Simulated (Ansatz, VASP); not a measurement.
Two plane-wave programs on W2AuN3

Contents of INCAR:

```
ALGO = Normal ; EDIFF = 1E-7
EDIFFG = -0.08 ; ENCUT = 600
GGA = PE ; GGA_COMPAT = F
IBRION = 2 ; ISIF = 3
ISMEAR = 0 ; LASPH = T
LCHARG = F ; LREAL = F
LWAVE = F ; NELM = 120
NELMIN = 4 ; NSW = 36
PREC = Accurate ; SIGMA = 0.15
```

KPOINTS

```
k-points
0
Gamma
  3 3 3
```

File POSCAR:

```
W2AuN3
1.0
    4.3907998500      0.0000000000      0.0000000000
   -2.1953999300      3.8025442100      0.0000000000
    0.0000000000      0.0000000000      4.9592991900
W Au N
2 1 3
Direct
    0.3333333300      0.6666666700      0.5000000000
    0.6666666700      0.3333333300      0.5000000000
    0.0000000000      0.0000000000      0.5000000000
    0.3333333300      0.6666666700      0.0000000000
    0.6666666700      0.3333333300      0.0000000000
    0.0000000000      0.0000000000      0.0000000000
```

Input for Ansatz:

```yaml
crystal:
  lattice:
    - [4.39079985, 0.0, 0.0]
    - [-2.19539993, 3.80254421, 0.0]
    - [0.0, 0.0, 4.95929919]
  atoms:
    - { symbol: W, position: [0.33333333, 0.66666667, 0.5] }
    - { symbol: W, position: [0.66666667, 0.33333333, 0.5] }
    - { symbol: Au, position: [0.0, 0.0, 0.5] }
    - { symbol: "N", position: [0.33333333, 0.66666667, 0.0] }
    - { symbol: "N", position: [0.66666667, 0.33333333, 0.0] }
    - { symbol: "N", position: [0.0, 0.0, 0.0] }
basis:
  ecutwfc: 420
kpoints:
  mp_grid: { grid: [3, 3, 3] }
hamiltonian:
  xc: pbe
scf:
  occupations: { method: gaussian, width: 0.15 }
  lower_state_search: "off"
output:
  forces: true
  stress: true
  eigenvalues: true
relax:
  adjacent_minimum: "off"
  f_tol: 0.08
  max_steps: 16
  cell: { stress_tol: 0.8 }
```

Alike in both runs: task relaxation of cell and atoms; functional PBE; k mesh 3 × 3 × 3; occupations gaussian, width 0.15 eV; no spin polarisation.

```csv
,VASP,Ansatz
version,VASP 6.6.1,Ansatz 0.2.0
potentials or method,"VASP PAW PBE potentials, release 64 (W_sv, Au, N), cutoff 600 eV","scalar-relativistic, plane waves, PAW"
valence electrons in the cell,54,62
```

VASP gave:

```
gap on the k mesh at the Fermi level, each at its own relaxed structure (eV) : none
relaxed volume (Å³/atom)                                                     : 14.32
relaxed cell length with the largest relative difference (Å)                 : 5.075
```

Question: What did Ansatz give for the same quantities?

Answer: gap on the k mesh at the Fermi level, each at its own relaxed structure (eV): none; relaxed volume (Å³/atom): 14.24; relaxed cell length with the largest relative difference (Å): 5.063.

A gap of «none» marks a metal or a gap that the smearing closes. VASP's potentials hold 54 valence electrons a cell and Ansatz's 62, so a difference there can come from the potentials and not from the codes.

The k mesh is coarse, so the values compare programs but aren't converged. Spin-orbit coupling is off throughout.
